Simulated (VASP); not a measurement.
# CdTe (CsCl type) (Pm-3m) in VASP: a series of runs, part 5 of 5

VASP 6.6.1. The steps go on from the part before.

## Step 6: Relaxation of cell and atoms, PBEsol

This run uses another cell than the first one, of 18.74 Å³/atom, 0.822 times its volume.

File INCAR:

```
SYSTEM = CdTe
  ALGO = Normal
  EDIFF = 1E-6
  EDIFFG = -0.005
  ENCUT = 600
  GGA = PS
  IBRION = 2
  ISIF = 3
  ISMEAR = -1
  LASPH = .True.
  LCHARG = .False.
  LREAL = .False.
  LWAVE = .False.
  NELM = 100
  NSW = 60
  PREC = Accurate
  SIGMA = 0.05
```

File KPOINTS:

```
k-points
0
Gamma
  13 13 13
  0 0 0
```

File POSCAR:

```
CdTe
1.0
    3.3465029723      0.0000000000      0.0000000000
    0.0000000000      3.3465029723      0.0000000000
    0.0000000000      0.0000000000      3.3465029723
Cd Te
1 1
Direct
    0.0000000000      0.0000000000      0.0000000000
    0.5000000000      0.5000000000      0.5000000000
```

Potentials or basis: VASP PAW PBE potentials, release 64 (Cd, Te).

On the command line:

```bash
cat potpaw_PBE.64/Cd/POTCAR potpaw_PBE.64/Te/POTCAR > POTCAR
mpirun -np 1 vasp_std > vasp.out
```

OUTCAR:

```text
SYSTEM = CdTe
   EDIFF = 1E-6
   EDIFFG = -0.005
   ENCUT = 600
   GGA = PS
   IBRION = 2
   ISIF = 3
   ISMEAR = -1
   LASPH = .True.
   LREAL = .False.
   NELM = 100
   NSW = 60
   PREC = Accurate

 ion  position               nearest neighbor table
   1  0.000  0.000  0.000-   2 2.90   2 2.90   2 2.90   2 2.90   2 2.90   2 2.90   2 2.90   2 2.90

   2  0.500  0.500  0.500-   1 2.90   1 2.90   1 2.90   1 2.90   1 2.90   1 2.90   1 2.90   1 2.90

  LATTYP: Found a simple cubic cell.
 ALAT       =     3.3465029723

  Lattice vectors:

 A1 = (   3.3465029723,   0.0000000000,   0.0000000000)
 A2 = (   0.0000000000,   3.3465029723,   0.0000000000)
 A3 = (   0.0000000000,   0.0000000000,   3.3465029723)

Analysis of symmetry for initial positions (statically):
=====================================================================
 Subroutine PRICEL returns:
 Original cell was already a primitive cell.

 Routine SETGRP: Setting up the symmetry group for a
 simple cubic supercell.

 Subroutine GETGRP returns: Found 48 space group operations
 (whereof 48 operations were pure point group operations)
 out of a pool of 48 trial point group operations.

The static configuration has the point symmetry O_h .

Analysis of symmetry for dynamics (positions and initial velocities):
=====================================================================
 Subroutine PRICEL returns:
 Original cell was already a primitive cell.

 Routine SETGRP: Setting up the symmetry group for a
 simple cubic supercell.

 Subroutine GETGRP returns: Found 48 space group operations
 (whereof 48 operations were pure point group operations)
 out of a pool of 48 trial point group operations.

The dynamic configuration has the point symmetry O_h .

 Subroutine INISYM returns: Found 48 space group operations
 (whereof 48 operations are pure point group operations),
 and found     1 'primitive' translations

----------------------------------------------------------------------------------------

                                     Primitive cell

  volume of cell :      37.4778

  direct lattice vectors                    reciprocal lattice vectors
     3.346502972  0.000000000  0.000000000     0.298819397  0.000000000  0.000000000
     0.000000000  3.346502972  0.000000000     0.000000000  0.298819397  0.000000000
     0.000000000  0.000000000  3.346502972     0.000000000  0.000000000  0.298819397

  length of vectors
     3.346502972  3.346502972  3.346502972     0.298819397  0.298819397  0.298819397

  position of ions in fractional coordinates (direct lattice)
     0.000000000  0.000000000  0.000000000
     0.500000000  0.500000000  0.500000000

  ion indices of the primitive-cell ions
   primitive index   ion index
                 1           1
                 2           2

----------------------------------------------------------------------------------------

 KPOINTS: k-points

Automatic generation of k-mesh.
 Grid dimensions read from file:
 generate k-points for:   13   13   13

 Generating k-lattice:

  Cartesian coordinates                     Fractional coordinates (reciprocal lattice)
     0.022986107  0.000000000  0.000000000     0.076923077  0.000000000  0.000000000
     0.000000000  0.022986107  0.000000000     0.000000000  0.076923077  0.000000000
     0.000000000  0.000000000  0.022986107     0.000000000  0.000000000  0.076923077

  Length of vectors
     0.022986107  0.022986107  0.022986107

  Shift w.r.t. Gamma in fractional coordinates (k-lattice)
     0.000000000  0.000000000  0.000000000

 Subroutine IBZKPT returns following result:
 ===========================================

 Found     84 irreducible k-points:

 Following reciprocal coordinates:
            Coordinates               Weight
  0.000000  0.000000  0.000000      1.000000
  0.076923  0.000000  0.000000      6.000000
  0.153846  0.000000  0.000000      6.000000
  0.230769  0.000000  0.000000      6.000000
  0.307692  0.000000  0.000000      6.000000
  0.384615  0.000000  0.000000      6.000000
[... 16 lines left out ...]
  0.307692  0.307692  0.000000     12.000000
  0.384615  0.307692  0.000000     24.000000
 [... further k-points ...]
   k-points           NKPTS =     84   k-points in BZ     NKDIM =     84   number of bands    NBANDS=     13
   number of dos      NEDOS =    301   number of ions     NIONS =      2
   total plane-waves  NPLWV =  21952
   dimension x,y,z NGX =    28 NGY =   28 NGZ =   28
   dimension x,y,z NGXF=    56 NGYF=   56 NGZF=   56
   ions per type =               1   1
   NGX,Y,Z   is equivalent  to a cutoff of  13.91, 13.91, 13.91 a.u.
   NGXF,Y,Z  is equivalent  to a cutoff of  27.82, 27.82, 27.82 a.u.
 SYSTEM =  CdTe
   PREC   = accura    normal or accurate (medium, high low for compatibility)
   ISTART =      0    job   : 0-new  1-cont  2-samecut
   ICHARG =      2    charge: 1-file 2-atom 10-const
   ISPIN  =      1    spin polarized calculation?
   LNONCOLLINEAR =      F non collinear calculations
   LSORBIT =      F    spin-orbit coupling
   LASPH  =      T    aspherical Exc in radial PAW
   ENCUT  =  600.0 eV  44.10 Ry    6.64 a.u.   6.68  6.68  6.68*2*pi/ulx,y,z
   NELM   =    100;   NELMIN=  2; NELMDL= -5     # of ELM steps
   EDIFF  = 0.1E-05   stopping-criterion for ELM
   LREAL  =      F    real-space projection
   EDIFFG = -.5E-02   stopping-criterion for IOM
   NSW    =     60    number of steps for IOM
   IBRION =      2    ionic relax: 0-MD 1-quasi-New 2-CG
   NFREE  =      1    steps in history (QN), initial steepest desc. (CG)
   ISIF   =      3    stress and relaxation
   ISYM   =      2    0-nonsym 1-usesym 2-fastsym
   POTIM  = 0.5000    time-step for ionic-motion
   TEBEG  =    0.0;   TEEND  =   0.0 temperature during run
   PSTRESS=    0.0 pullay stress
   NELECT =      18.0000    total number of electrons
   NUPDOWN=      -1.0000    fix difference up-down
   EMIN   =  10.00;   EMAX   =-10.00  energy-range for DOS
   EFERMI =   0.00;   METHOD = LEGACY
   ISMEAR =    -1;   SIGMA  =   0.05  broadening in eV -4-tet -1-fermi 0-gaus
   EFERMI_NEDOS =   21; number of points for ismear=-14 and -15
   IALGO  =     38    algorithm
   IMIX   =      4    mixing-type and parameters
     AMIX     =   0.40;   BMIX     =  1.00
     AMIX_MAG =   1.60;   BMIX_MAG =  1.00
  volume/ion in A,a.u.               =      18.74       126.46
  Fermi-wavevector in a.u.,A,eV,Ry     =   1.282058  2.422739 22.363536  1.643674
  Thomas-Fermi vector in A             =   2.414392
   LORBIT       =      0    0 simple, 1 ext, 2 COOP (PROOUT), +10 PAW based schemes
   GGA     = PS    functional components
   LHFCALC =     F    Hartree Fock is set to
   AEXX    =    0.0000 exact exchange contribution
   IVDW    =     0    specifies the selected vdW correction
   LEPSILON=     F    determine dielectric tensor
   LRPA    =     F    only Hartree local field effects (RPA)
 conjugate gradient relaxation of ions
 non-spin polarized calculation
  energy-cutoff  :      600.00
  volume of cell :       37.48
 maximum number of plane-waves:      1273
 NGX is ok and might be reduce to    28
   NGX = 13   NGY = 13   NGZ = 13

--------------------------------------- Ionic step        1  -------------------------------------------

 number of electron      17.9999998 magnetization

 Free energy of the ion-electron system (eV)
  ---------------------------------------------------
  ext. energy  EPLUGINS =         0.00000000
  ---------------------------------------------------
  free energy    TOTEN  =        -3.43946038 eV

  energy without entropy =       -3.43020391  energy(sigma->0) =       -3.43483214

 E-fermi :   9.1995     XC(G=0): -12.0627

 val. band max:        9.1786291514   @ k =   0.3846   0.3077   0.0769
 cond. band min:       9.2031271593   @ k =   0.3846   0.3846   0.3846
 fundamental gap:      0.0244980079
 Fermi energy:         9.1995129553
[... 878 lines left out ...]
  FREE ENERGIE OF THE ION-ELECTRON SYSTEM (eV)
  ---------------------------------------------------
  free  energy   TOTEN  =        -4.5646484310 eV

  energy  without entropy=       -4.5533443289  energy(sigma->0) =       -4.55899638

[... ionic steps 4 to 16 ...]

--------------------------------------- Ionic step       17  -------------------------------------------

 number of electron      18.0000009 magnetization

------------------------ aborting loop because EDIFF is reached ----------------------------------------
[... 67 lines left out ...]
--------------------------------------- Ionic step       19  -------------------------------------------

 number of electron      18.0000008 magnetization

 Free energy of the ion-electron system (eV)
  ---------------------------------------------------
  ext. energy  EPLUGINS =         0.00000000
  ---------------------------------------------------
  free energy    TOTEN  =        -4.56467208 eV

  energy without entropy =       -4.55338672  energy(sigma->0) =       -4.55902940

 E-fermi :   5.2422     XC(G=0): -10.5304

 val. band max:        5.2412685767   @ k =   0.3077   0.1538   0.0000
 cond. band min:       5.2629437680   @ k =   0.4615   0.3077   0.2308
 fundamental gap:      0.0216751913
 Fermi energy:         5.2422351280
[... 413 lines left out ...]
  FREE ENERGIE OF THE ION-ELECTRON SYSTEM (eV)
  ---------------------------------------------------
  free  energy   TOTEN  =        -4.5646720763 eV

  energy  without entropy=       -4.5533867232  energy(sigma->0) =       -4.55902940

 reached required accuracy - stopping structural energy minimisation
```

OSZICAR:

```text
N       E                     dE             d eps       ncg     rms          rms(c)
DAV:   1     0.115498567582E+03    0.11550E+03   -0.10188E+04  2232   0.148E+03
DAV:   2    -0.638633222297E-02   -0.11550E+03   -0.11080E+03  2449   0.315E+02
DAV:   3    -0.361837122602E+01   -0.36120E+01   -0.35743E+01  2649   0.575E+01
[... 111 lines left out ...]
DAV:   2    -0.456476279803E+01    0.72403E-03   -0.19725E-03  2204   0.690E-01    0.687E-02
DAV:   3    -0.456468499775E+01    0.77800E-04   -0.16673E-04  2389   0.146E-01    0.554E-02
DAV:   4    -0.456467343430E+01    0.11563E-04   -0.12806E-05  2329   0.273E-02    0.203E-02
DAV:   5    -0.456467229834E+01    0.11360E-05   -0.10308E-06  1237   0.126E-02    0.105E-02
DAV:   6    -0.456467207634E+01    0.22201E-06   -0.46642E-07  1097   0.901E-03
  19 F= -.45646721E+01 E0= -.45590294E+01  d E =-.142866E-03
```

CONTCAR:

```text
CdTe
   1.00000000000000
     3.7058477642615646   -0.0000000000000000   -0.0000000000000001
     0.0000000000000000    3.7058477642615646    0.0000000000000000
    -0.0000000000000000   -0.0000000000000001    3.7058477642615646
  Cd              Te
     1     1
Direct
     1.0000000000000000    0.0000000000000000    1.0000000000000000
     0.5000000000000000    0.5000000000000000    0.5000000000000000

  0.00000000E+00  0.00000000E+00  0.00000000E+00
  0.00000000E+00  0.00000000E+00  0.00000000E+00
```

Run time: 1.8 min. Hardware: 1 thread of Intel Xeon 6975P-C (Granite Rapids), shared host; peak memory 0.21 GiB.

Results:

| Property | Result |
| --- | --- |
| Free energy | -4.5647 eV |
| Relaxed volume | 25.45 Å³/atom |
| Relaxed cell | a = 3.706 Å, b = 3.706 Å, c = 3.706 Å, α = 90.00°, β = 90.00°, γ = 90.00° |
| Space group after relaxing (to 0.05 Å) | Pm-3m (No. 221) |
| Energy gained by relaxing | 562.6 meV/atom |
| Ionic steps | 19 |
| Pressure after relaxing | 0.0 GPa |
| Band gap on the k mesh | zero (band 9 reaches 5.80 eV, above the bottom of band 10 at 4.23 eV) |

The path:
```tsv
step	energy change (eV)	largest force (eV/Å)	pressure (GPa)	volume (Å³)
1	0.0000	0.0000	36.38	37.48
2	-0.6684	0.0000	-7.70	65.62
3	-1.1252	0.0000	-0.08	50.96
4	-1.1251	0.0000	0.21	50.66
5	-1.1251	0.0000	0.24	50.66
6	-1.1251	0.0000	0.23	50.67
7	-1.1251	0.0000	0.23	50.67
8	-1.1251	0.0000	0.23	50.67
9	-1.1251	0.0000	0.23	50.67
10	-1.1251	0.0000	0.23	50.67
11	-1.1251	0.0000	0.23	50.67
12	-1.1251	0.0000	0.23	50.67
13	-1.1251	0.0000	0.24	50.67
14	-1.1251	0.0000	0.24	50.67
15	-1.1251	0.0000	0.22	50.68
16	-1.1251	0.0000	0.20	50.69
17	-1.1251	0.0000	0.16	50.72
18	-1.1252	0.0000	0.10	50.78
19	-1.1252	0.0000	-0.01	50.89
```

Final structure:
```
Cd Te
1.0
     3.70585    0.00000    0.00000
     0.00000    3.70585    0.00000
     0.00000    0.00000    3.70585
Cd Te
1 1
Direct
  0.00000 0.00000 0.00000
  0.50000 0.50000 0.50000
```

Levels at points of the mesh, in eV from the Fermi level:
```
           k point  band 5  band 6  band 7  band 8  band 9  band 10  band 11  band 12  band 13
(0.00, 0.00, 0.00)   -8.27   -8.27   -1.06   -1.06   -1.06    -1.01     4.83     4.83     9.84
```

Caveat: the volume moved by over 15 % at a fixed basis, so the end points are rough; the PAW data sets were made with another functional, which shifts forces and pressure a little; spin-orbit coupling is left out, which moves the levels of the heavy elements.

## Step 7: The runs side by side

```csv
task,spin,cell,cutoff (eV),smearing,gap on the mesh (eV),pressure (GPa)
single point,off,"a = 3.573 Å, 2 atoms",520,fermi-dirac 0.05 eV,none,8.0
single point,off,"a = 3.701 Å, 2 atoms",520,fermi-dirac 0.05 eV,none,0.2
single point,"collinear, zero start","a = 3.701 Å, 2 atoms",520,methfessel-paxton 0.005 eV,none,0.2
relaxation of cell and atoms,off,"relaxed from a = 3.347 Å, 2 atoms",600,fermi-dirac 0.05 eV,none,0.0
```

Alike in all rows: level PBEsol; potentials or basis VASP PAW PBE potentials, release 64 (Cd, Te); k mesh 13 × 13 × 13.

Caveats: the PAW data sets were made with another functional, which shifts forces and pressure a little; spin-orbit coupling is left out, which moves the levels of the heavy elements; the volume moved by over 15 % at a fixed basis, so the end points are rough (some runs).

Absolute energies hang on the potentials; compare differences alone.
